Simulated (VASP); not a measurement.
# P (Cmce) in VASP: a series of runs

Runs on P. Level: r2SCAN. Tasks: single point, relaxation of cell and atoms.

All numbers are computed with VASP 6.6.1; they aren't measurements. Logs are shortened: lines on timing, memory, paths and dates and some standing lists are left out, and cuts for length are marked.

## Step 1: The cell of the first run

It takes space group Cmce (No. 64, orthorhombic). Conventional cell: a = 3.308 Å, b = 10.997 Å, c = 4.547 Å, α = 90.00°, β = 90.00°, γ = 90.00°. Within 2.9 Å of P (site symmetry m) lie 3 P at 2.21 to 2.25 Å.

## Step 2: Single point, r2SCAN

POSCAR

```
P
1.0
    1.6538346550     -5.4984064981      0.0000000000
    1.6538346550      5.4984064981      0.0000000000
    0.0000000000      0.0000000000      4.5468945313
P
4
Direct
    0.0955109139      0.9044890861      0.9118095334
    0.5955109139      0.4044890861      0.5881904666
    0.9044890861      0.0955109139      0.0881904666
    0.4044890861      0.5955109139      0.4118095334
```

INCAR.step1

```
SYSTEM = P
PREC = Accurate
ENCUT = 520
ISMEAR = -1
SIGMA = 0.05
LREAL = .False.
LASPH = .True.
NELM = 60
NBANDS = 18
GGA = PE
ALGO = Normal
EDIFF = 1E-4
LWAVE = .True.
LCHARG = .False.
```

INCAR.step2

```
SYSTEM = P
PREC = Accurate
ENCUT = 520
EDIFF = 1E-7
ISMEAR = -1
SIGMA = 0.05
LREAL = .False.
LASPH = .True.
NELM = 60
ALGO = Normal
ISIF = 2
LWAVE = .False.
LCHARG = .True.
METAGGA = R2SCAN
LMIXTAU = .True.
LELF = .True.
LVHAR = .True.
NBANDS = 18
ISTART = 1
```

KPOINTS

```
Automatic mesh
0
Gamma
  6 6 4
  0 0 0
```

Potentials or basis: VASP PAW PBE potentials, release 64 (P).

Command:

```sh
$ cat potpaw_PBE.64/P/POTCAR > POTCAR
$ cp INCAR.step1 INCAR
$ mpirun -np 1 vasp_std > vasp.out
$ cp INCAR.step2 INCAR
$ mpirun -np 1 vasp_std > vasp.out
```

OUTCAR:

```text
SYSTEM = P
   PREC = Accurate
   ENCUT = 520
   EDIFF = 1E-7
   ISMEAR = -1
   LREAL = .False.
   LASPH = .True.
   NELM = 60
   ISIF = 2
   METAGGA = R2SCAN
   ISTART = 1

 ion  position               nearest neighbor table
   1  0.096  0.904  0.912-   2 2.21   2 2.21   3 2.25
   2  0.596  0.404  0.588-   1 2.21   1 2.21   4 2.25
   3  0.904  0.096  0.088-   4 2.21   4 2.21   1 2.25
   4  0.404  0.596  0.412-   3 2.21   3 2.21   2 2.25

  LATTYP: Found a base centered orthorhombic cell.
 ALAT       =     3.3076693100
 B/A-ratio  =     3.3246409981
 C/A-ratio  =     1.3746520904

  Lattice vectors:

 A1 = (   1.6538346550,  -5.4984064981,   0.0000000000)
 A2 = (   1.6538346550,   5.4984064981,   0.0000000000)
 A3 = (   0.0000000000,   0.0000000000,   4.5468945313)

Analysis of symmetry for initial positions (statically):
=====================================================================
 Subroutine PRICEL returns:
 Original cell was already a primitive cell.

 Routine SETGRP: Setting up the symmetry group for a
 base centered orthorhombic supercell.

 Subroutine GETGRP returns: Found  8 space group operations
 (whereof  4 operations were pure point group operations)
 out of a pool of  8 trial point group operations.

The static configuration has the point symmetry C_2h.
 The point group associated with its full space group is D_2h.

Analysis of symmetry for dynamics (positions and initial velocities):
=====================================================================
 Subroutine PRICEL returns:
 Original cell was already a primitive cell.

 Routine SETGRP: Setting up the symmetry group for a
 base centered orthorhombic supercell.

 Subroutine GETGRP returns: Found  8 space group operations
 (whereof  4 operations were pure point group operations)
 out of a pool of  8 trial point group operations.

The dynamic configuration has the point symmetry C_2h.
 The point group associated with its full space group is D_2h.

 Subroutine INISYM returns: Found  8 space group operations
 (whereof  4 operations are pure point group operations),
 and found     1 'primitive' translations

----------------------------------------------------------------------------------------

                                     Primitive cell

  volume of cell :      82.6940

  direct lattice vectors                    reciprocal lattice vectors
     1.653834655 -5.498406498  0.000000000     0.302327683 -0.090935437  0.000000000
     1.653834655  5.498406498  0.000000000     0.302327683  0.090935437  0.000000000
     0.000000000  0.000000000  4.546894531     0.000000000  0.000000000  0.219930327

  length of vectors
[... 90 lines left out ...]
   IBRION =     -1    ionic relax: 0-MD 1-quasi-New 2-CG
   NFREE  =      0    steps in history (QN), initial steepest desc. (CG)
   ISIF   =      2    stress and relaxation
   ISYM   =      2    0-nonsym 1-usesym 2-fastsym
   POTIM  = 0.5000    time-step for ionic-motion
   TEBEG  =    0.0;   TEEND  =   0.0 temperature during run
   PSTRESS=    0.0 pullay stress
   NELECT =      20.0000    total number of electrons
   NUPDOWN=      -1.0000    fix difference up-down
   EMIN   =  10.00;   EMAX   =-10.00  energy-range for DOS
   EFERMI =   0.00;   METHOD = LEGACY
   ISMEAR =    -1;   SIGMA  =   0.05  broadening in eV -4-tet -1-fermi 0-gaus
   EFERMI_NEDOS =   21; number of points for ismear=-14 and -15
   IALGO  =     38    algorithm
   IMIX   =      4    mixing-type and parameters
     AMIX     =   0.40;   BMIX     =  1.00
     AMIX_MAG =   1.60;   BMIX_MAG =  1.00
  volume/ion in A,a.u.               =      20.67       139.51
  Fermi-wavevector in a.u.,A,eV,Ry     =   1.019984  1.927491 14.155070  1.040368
  Thomas-Fermi vector in A             =   2.153529
   LORBIT       =      0    0 simple, 1 ext, 2 COOP (PROOUT), +10 PAW based schemes
   METAGGA = R2SCAN    functional components
   LHFCALC =     F    Hartree Fock is set to
   AEXX    =    0.0000 exact exchange contribution
   IVDW    =     0    specifies the selected vdW correction
   LEPSILON=     F    determine dielectric tensor
   LRPA    =     F    only Hartree local field effects (RPA)
 non-spin polarized calculation
  energy-cutoff  :      520.00
  volume of cell :       82.69
 maximum number of plane-waves:      2251
 NGX is ok and might be reduce to    48
   NGX = 21   NGY = 21   NGZ = 17

 number of electron      20.0000001 magnetization

 Free energy of the ion-electron system (eV)
  ---------------------------------------------------
  ext. energy  EPLUGINS =         0.00000000
  ---------------------------------------------------
  free energy    TOTEN  =       -35.90624111 eV

  energy without entropy =      -35.90592833  energy(sigma->0) =      -35.90608472

 E-fermi :   5.7969     XC(G=0):  -9.8137

 val. band max:        5.6553130494   @ k =   0.5000   0.5000   0.0000
 cond. band min:       5.9411190986   @ k =   0.5000   0.5000   0.0000
 fundamental gap:      0.2858060492
 Fermi energy:         5.7969071941

 k-point     1 :       0.0000    0.0000    0.0000
  band No.  band energies     occupation
      1     -10.8548      2.00000
      2      -7.9780      2.00000
      3      -4.5650      2.00000
      4      -1.3558      2.00000
      5       0.5652      2.00000
      6       0.6108      2.00000
[... 481 lines left out ...]
      5      -0.3622      2.00000
      6       0.7760      2.00000
[... 10 lines left out ...]
     17      11.2270      0.00000
     18      12.3858      0.00000

 [... further k-points ...]

------------------------ aborting loop because EDIFF is reached ----------------------------------------

  FORCE on cell =-STRESS in cart. coord.  units (eV):
  Direction    XX          YY          ZZ          XY          YZ          ZX
  --------------------------------------------------------------------------------------
  -------------------------------------------------------------------------------------
  Total       -0.3433429     -0.2696153     -0.3509922      0.0000000     -0.0000000      0.0000000
  in kB       -6.6521940     -5.2237362     -6.8003975      0.0000000     -0.0000000      0.0000000
  external PRESSURE =      -6.2254426 kB  Pullay stress =       0.0000000 kB

 VOLUME and BASIS-vectors are now :
 -----------------------------------------------------------------------------
  energy-cutoff  :      520.00
  volume of cell :       82.69
      direct lattice vectors                 reciprocal lattice vectors
     1.653834655 -5.498406498  0.000000000     0.302327683 -0.090935437  0.000000000
     1.653834655  5.498406498  0.000000000     0.302327683  0.090935437  0.000000000
     0.000000000  0.000000000  4.546894531     0.000000000  0.000000000  0.219930327

 POSITION                                       TOTAL-FORCE (eV/Angst)
 -----------------------------------------------------------------------------------
      1.65383      4.44809      4.14590         0.000000      0.059985     -0.076168
      1.65383     -1.05032      2.67444         0.000000      0.059985      0.076168
      1.65383     -4.44809      0.40099         0.000000     -0.059985      0.076168
      1.65383      1.05032      1.87245         0.000000     -0.059985     -0.076168
 -----------------------------------------------------------------------------------
    total drift:                               -0.000000      0.000000      0.000000

  FREE ENERGIE OF THE ION-ELECTRON SYSTEM (eV)
  ---------------------------------------------------
  free  energy   TOTEN  =       -35.9062411138 eV

  energy  without entropy=      -35.9059283342  energy(sigma->0) =      -35.90608472
```

OUTCAR.step1:

```text
SYSTEM = P
   PREC = Accurate
   ENCUT = 520
   ISMEAR = -1
   LREAL = .False.
   LASPH = .True.
[... 736 lines left out ...]
      1.65383     -1.05032      2.67444         0.000000     -0.082317     -0.182583
      1.65383     -4.44809      0.40099         0.000000      0.082317     -0.182583
      1.65383      1.05032      1.87245         0.000000      0.082317      0.182583
 -----------------------------------------------------------------------------------
    total drift:                               -0.000000     -0.000000      0.000000

  FREE ENERGIE OF THE ION-ELECTRON SYSTEM (eV)
  ---------------------------------------------------
  free  energy   TOTEN  =       -21.4843160928 eV

  energy  without entropy=      -21.4834872662  energy(sigma->0) =      -21.48390168
```

Run time: 3.5 min. Hardware: 1 thread of Intel Xeon Platinum 8488C (Sapphire Rapids), shared host; peak memory 0.3 GiB.

Results:

```
Free energy            : -35.9062 eV
Pressure               : -0.6 GPa
Largest force          : 0.097 eV/Å
Band gap on the k mesh : 0.29 eV
```

Forces on the atoms (eV/Å):
```
P    0.000  0.060 -0.076
P    0.000  0.060  0.076
P    0.000 -0.060  0.076
P    0.000 -0.060 -0.076
```

Stress tensor (GPa, compression positive):
```
-0.67  0.00  0.00
 0.00 -0.52  0.00
 0.00  0.00 -0.68
```

Levels at points of the mesh, in eV from the valence-band top:
```
           k point  band 7  band 8  band 9  band 10  band 11  band 12  band 13  band 14
(0.00, 0.00, 0.00)   -4.28   -2.85   -2.71    -1.23     0.77     1.29     2.17     3.00
(0.50, 0.00, 0.00)   -3.53   -3.53   -2.69    -2.69     0.91     0.91     1.70     1.70
(0.50, 0.50, 0.00)   -4.38   -2.55   -1.66     0.00     0.29     1.05     2.39     2.89
(0.00, 0.00, 0.50)   -3.45   -3.45   -1.72    -1.72     1.71     1.71     3.09     3.09
(0.50, 0.00, 0.50)   -5.46   -5.46   -1.88    -1.88     1.92     1.92     3.69     3.69
(0.50, 0.50, 0.50)   -2.92   -2.92   -2.01    -2.01     1.66     1.66     2.86     2.86
```

Caveat: semilocal functionals underestimate gaps, and a narrow one can read as zero; the PAW data sets were made with another functional, which shifts forces and pressure a little.

## Step 3: Relaxation of cell and atoms, r2SCAN

This run uses another cell than the first one, of 19.03 Å³/atom.

POSCAR

```
P
1.0
    1.6550000000     -5.2500000000      0.0000000000
    1.6550000000      5.2500000000      0.0000000000
    0.0000000000      0.0000000000      4.3800000000
P
4
Direct
    0.0980000000      0.9020000000      0.9100000000
    0.5980000000      0.4020000000      0.5900000000
    0.9020000000      0.0980000000      0.0900000000
    0.4020000000      0.5980000000      0.4100000000
```

INCAR.step1

```
SYSTEM = P
PREC = Accurate ; ENCUT = 600
ISMEAR = -1 ; SIGMA = 0.05
LREAL = .False. ; LASPH = .True.
NELM = 100 ; GGA = PE
ALGO = Normal ; EDIFF = 1E-4
LWAVE = .True. ; LCHARG = .False.
```

INCAR.step2

```
SYSTEM = P
PREC = Accurate ; ENCUT = 600
EDIFF = 1E-7 ; ISMEAR = -1
SIGMA = 0.05 ; LREAL = .False.
LASPH = .True. ; NELM = 100
ALGO = Normal ; ISIF = 3
LWAVE = .False. ; LCHARG = .False.
METAGGA = R2SCAN ; LMIXTAU = .True.
IBRION = 2 ; NSW = 80
EDIFFG = -0.01 ; ISTART = 1
```

KPOINTS

```
regular mesh
0
Gamma
  6 6 4
  0 0 0
```

Potentials or basis: VASP PAW PBE potentials, release 64 (P).

Command:

```sh
$ cat potpaw_PBE.64/P/POTCAR > POTCAR
$ cp INCAR.step1 INCAR
$ mpirun -np 1 vasp_std > vasp.out
$ cp INCAR.step2 INCAR
$ mpirun -np 1 vasp_std > vasp.out
```

Run time: 35 min. Hardware: 1 thread of Intel Xeon Platinum 8488C (Sapphire Rapids), shared host; peak memory 0.31 GiB.

It converged, with:

* Free energy: -35.9083 eV
* Relaxed volume: 20.59 Å³/atom
* Relaxed cell: a = 5.734 Å, b = 5.734 Å, c = 4.545 Å, α = 90.00°, β = 90.00°, γ = 146.54°
* Space group after relaxing (to 0.1 Å): Cmce (No. 64)
* Energy gained by relaxing: 20.3 meV/atom
* Ionic steps: 18
* Pressure after relaxing: 0.0 GPa
* Largest force after relaxing: 0.005 eV/Å
* Band gap on the k mesh: 0.30 eV

Forces on the atoms (eV/Å):
```
P    0.000  0.005 -0.001
P    0.000  0.005  0.001
P    0.000 -0.005  0.001
P    0.000 -0.005 -0.001
```

The path:
```tsv
step	energy change (eV)	largest force (eV/Å)	pressure (GPa)	volume (Å³)
1	0.0000	0.6393	4.33	76.11
2	-0.0252	0.5145	-3.22	81.92
3	-0.0662	0.0419	-0.19	79.29
4	-0.0719	0.0992	0.04	79.31
5	-0.0721	0.1136	0.11	79.31
6	-0.0742	0.0685	0.33	79.46
7	-0.0756	0.0632	0.66	79.70
8	-0.0767	0.0559	0.56	79.97
9	-0.0793	0.0341	0.27	80.80
10	-0.0807	0.0122	-0.27	82.46
11	-0.0808	0.0066	-0.16	82.12
12	-0.0811	0.0236	-0.05	82.18
13	-0.0811	0.0350	0.01	82.20
14	-0.0812	0.0154	0.02	82.23
15	-0.0812	0.0011	0.04	82.24
16	-0.0813	0.0034	0.00	82.29
17	-0.0813	0.0112	-0.07	82.39
18	-0.0813	0.0049	-0.03	82.37
```

Final structure:
```
CELL_PARAMETERS angstrom
1.65037 -5.49086 0.00000
1.65037 5.49086 0.00000
0.00000 0.00000 4.54485
ATOMIC_POSITIONS crystal
P 0.09525 0.90475 0.91109
P 0.59525 0.40475 0.58891
P 0.90475 0.09525 0.08891
P 0.40475 0.59525 0.41109
```

Levels at points of the mesh, in eV from the valence-band top:
| k point | band 8 | band 9 | band 10 | band 11 | band 12 | band 13 |
| --- | --- | --- | --- | --- | --- | --- |
| (0.00, 0.00, 0.00) | -2.86 | -2.75 | -1.23 | 0.75 | 1.26 | 2.16 |
| (0.50, 0.00, 0.00) | -3.55 | -2.71 | -2.71 | 0.90 | 0.90 | 1.71 |
| (0.50, 0.50, 0.00) | -2.59 | -1.65 | 0.00 | 0.30 | 1.03 | 2.38 |
| (0.00, 0.00, 0.50) | -3.50 | -1.75 | -1.75 | 1.71 | 1.71 | 3.11 |
| (0.50, 0.00, 0.50) | -5.47 | -1.88 | -1.88 | 1.91 | 1.91 | 3.68 |
| (0.50, 0.50, 0.50) | -2.94 | -2.04 | -2.04 | 1.66 | 1.66 | 2.89 |

Caveat: semilocal functionals underestimate gaps, and a narrow one can read as zero; the PAW data sets were made with another functional, which shifts forces and pressure a little.
